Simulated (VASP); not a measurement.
NiO:

```xyz
2
Lattice="0.0000 2.0433 2.0433 2.0433 0.0000 2.0433 2.0433 2.0433 0.0000" Properties=species:S:1:pos:R:3 pbc="T T T"
Ni    0.0000    0.0000    0.0000
O     2.0433    2.0433    2.0433
```

Base run:

| Quantity | Value |
| --- | --- |
| Program | VASP 6.6.1 |
| Functional | LDA |
| Potentials or basis | VASP PAW LDA potentials, release 64 (Ni, O) |
| Cutoff | 520 eV |
| k mesh | 11 × 11 × 11 |
| Occupations | fermi-dirac, width 0.05 eV |
| Spin | collinear spin, ferromagnetic start |
| Starting moments | [1.0, 0.0] μB |

Its results: pressure -7.4 GPa; net moment 0.27 μB per cell; site moments Ni +0.22; O +0.04 μB.

Task: The run is repeated on the same cell with these changes: potentials or basis from VASP PAW LDA potentials, release 64 (Ni, O) to VASP PAW LDA potentials, release 64 (Ni_sv_GW, O); cutoff from 520 eV to 700 eV; further incar settings from ALGO = Normal; EDIFF = 1e-07; NBANDS = 19 to ALGO = Normal; EDIFF = 1e-06; NBANDS = 23; valence electrons from 16 to 24. What comes out?

Result: Pressure -8.2 GPa; net moment 0.28 μB per cell; site moments Ni +0.23; O +0.04 μB.

Caveats: the cell stands under tension.
